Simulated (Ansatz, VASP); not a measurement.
## BN in VASP and in Ansatz

```xyz
4
Lattice="2.5009 0.0000 0.0000 -1.2505 2.1659 0.0000 0.0000 0.0000 6.4618" Properties=species:S:1:pos:R:3 pbc="T T T"
B     0.0000    1.4439    1.6155
B     1.2505    0.7220    4.8464
N     0.0000    1.4439    4.8464
N     1.2505    0.7220    1.6155
```

Change from the starting cell: strain along c alone, the other axes held, atoms relaxed: -6.0 %.

Alike in both runs: task single point; functional r2SCAN; k mesh 12 × 12 × 4; occupations gaussian, width 0.02 eV; no spin polarisation.

```csv
,VASP,Ansatz
version,VASP 6.6.1,Ansatz 0.2.0
potentials or method,"VASP PAW PBE potentials, release 64 (B, N), cutoff 520 eV","scalar-relativistic, plane waves, PAW"
valence electrons in the cell,16,16
```

|  | VASP | Ansatz | Ansatz less VASP |
| --- | --- | --- | --- |
| gap on the k mesh at the Fermi level (eV) | 4.82 | 4.78 | -0.040 |
| least direct gap on the mesh (eV) | 5.22 | 5.18 | -0.037 |
| pressure (GPa) | 1.1 | 0.7 | -0.41 |
| traceless stress, the component that is largest in VASP (GPa) | 0.60 | 1.29 | +0.695 |

VASP's potentials were made for PBE, not for r2SCAN. The functional is the same, so the differences come from potentials, cutoffs and numerics.
